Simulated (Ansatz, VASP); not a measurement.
## MoS2: VASP beside Ansatz

```
Mo S
1.0
     3.17150    0.00000    0.00000
    -1.58575    2.74660    0.00000
     0.00000    0.00000   12.33585
Mo S
2 4
Direct
  0.33333 0.66667 0.25000
  0.66667 0.33333 0.75000
  0.33333 0.66667 0.62750
  0.66667 0.33333 0.12750
  0.33333 0.66667 0.87250
  0.66667 0.33333 0.37250
```

Change from the starting cell: volume scaled by 1.01.

Alike in both runs: task single point; functional PBE; k mesh 10 × 10 × 3; occupations fermi-dirac, width 0.03 eV; no spin polarisation.

|  | VASP | Ansatz |
| --- | --- | --- |
| version | VASP 6.6.1 | Ansatz 0.2.0 |
| potentials or method | VASP PAW PBE potentials, release 64 (Mo_sv, S), cutoff 520 eV | all-electron LAPW, scalar-relativistic |

VASP gave:

| Property | Result |
| --- | --- |
| pressure (GPa) | 7.0 |
| traceless stress, the component that is largest in VASP (GPa) | 4.24 |
| rms of the force components (eV/Å) | 0.478 |

**Question.** Estimate Ansatz's values.

**Answer.** Pressure (GPa): 7.2; traceless stress, the component that is largest in VASP (GPa): 4.28; rms of the force components (eV/Å): 0.486.

Atom by atom the forces differ by 0.009 eV/Å (rms over components). Ansatz ran all-electron here, and VASP with PAW potentials.
